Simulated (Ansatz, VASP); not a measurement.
**TaN in VASP and in Ansatz**

```
CELL_PARAMETERS angstrom
5.16766 0.00000 0.00000
-2.58383 4.47532 0.00000
0.00000 0.00000 2.89827
ATOMIC_POSITIONS crystal
Ta 0.00000 0.00000 0.00000
Ta 0.33333 0.66667 0.50000
Ta 0.66667 0.33333 0.50000
N 0.50000 0.00000 0.00000
N 0.50000 0.50000 0.00000
N 0.00000 0.50000 0.00000
```

Change from the starting cell: volume scaled by 0.99, crystal datasets.

Alike in both runs: task electric field gradients; functional LDA; k mesh 5 × 5 × 8; occupations fermi-dirac, width 0.03 eV; no spin polarisation.

|  | VASP | Ansatz |
| --- | --- | --- |
| version | VASP 6.6.1 | Ansatz 0.2.0 |
| potentials or method | VASP PAW LDA potentials, release 64 (Ta_pv, N), cutoff 520 eV | all-electron PAW with datasets made for the crystal, scalar-relativistic |

VASP gave:

| Quantity | Value |
| --- | --- |
| pressure (GPa) | 0.3 |
| traceless stress, the component that is largest in VASP (GPa) | -0.53 |
| size of Vzz on the site where it differs most (V/Å²) | 342.0 |

Question: What did Ansatz give for the same quantities?

Answer: Pressure (GPa): -1.5; traceless stress, the component that is largest in VASP (GPa): -0.99; size of Vzz on the site where it differs most (V/Å²): 462.3.

LDA's correlation is that of Perdew and Zunger in VASP and of Perdew and Wang (1992) in Ansatz. Ansatz ran all-electron here, and VASP with PAW potentials.

Neither program's run includes spin-orbit coupling.
